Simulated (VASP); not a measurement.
Here is a VASP 6.6.1 calculation.

INCAR

```
PREC = Accurate
ENCUT = 520
EDIFF = 1E-7
ISMEAR = -1
SIGMA = 0.05
LREAL = False
LASPH = True
NELM = 80
ALGO = Normal
ISIF = 2
LWAVE = False
LCHARG = True
GGA = CA
LELF = True
LVHAR = True
NBANDS = 15
```

File KPOINTS:

```
Automatic mesh
0
Gamma
  11 11 6
```

Contents of POSCAR:

```
Os
1.0
    2.7341000000      0.0000000000      0.0000000000
   -1.3670500000      2.3678000565      0.0000000000
    0.0000000000      0.0000000000      4.3197000000
Os
2
Direct
    0.6666666667      0.3333333333      0.7500000000
    0.3333333333      0.6666666667      0.2500000000
```

Potentials or basis: VASP PAW LDA potentials, release 64 (Os).

Command:

```bash
$ cat potpaw_LDA.64/Os/POTCAR > POTCAR
$ mpirun -np 1 vasp_std > vasp.out
```

(1) What does it give for the pressure?

(2) Predict the band gap on the k mesh.

Answers

(1) -7.9 GPa.

(2) zero (band 8 reaches 11.47 eV, above the bottom of band 9 at 7.59 eV).

Caveat: spin-orbit coupling is left out, which moves the levels of the heavy elements.
